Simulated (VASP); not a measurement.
Here is a VASP 6.6.1 calculation.

INCAR

```
PREC     = Accurate       # precision mode
ENCUT    = 500            # plane-wave cutoff, eV
EDIFF    = 1E-6           # SCF threshold, eV
ISMEAR   = 0              # smearing method
SIGMA    = 0.1            # smearing width, eV
LREAL    = F              # projectors in reciprocal space
LASPH    = T              # aspherical terms in the spheres
NELM     = 120            # most SCF steps
ALGO     = Normal         # electronic algorithm
ISIF     = 2              # what is computed and relaxed
LWAVE    = F              # write WAVECAR
LCHARG   = T              # write CHGCAR
LELF     = T              # ELF
LVHAR    = T            
NBANDS   = 11             # bands
GGA_COMPAT= F
```

Contents of KPOINTS:

```
regular mesh
0
Gamma
  6 6 6
```

POSCAR

```
AlAs
1.0
    0.0000000000      2.8400000000      2.8400000000
    2.8400000000      0.0000000000      2.8400000000
    2.8400000000      2.8400000000      0.0000000000
Al As
1 1
Direct
    0.0000000000      0.0000000000      0.0000000000
    0.2500000000      0.2500000000      0.2500000000
```

Potentials or basis: VASP PAW LDA potentials, release 64 (Al, As).

Command:

```console
$ cat potpaw_LDA.64/Al/POTCAR potpaw_LDA.64/As/POTCAR > POTCAR
$ mpirun -np 1 vasp_std > vasp.out
```

Q: Predict the pressure.

A: -1.6 GPa.

Q: Estimate the band gap on the k mesh.

A: 1.35 eV, indirect (least direct gap 1.80 eV).

A k mesh can miss the band edges.
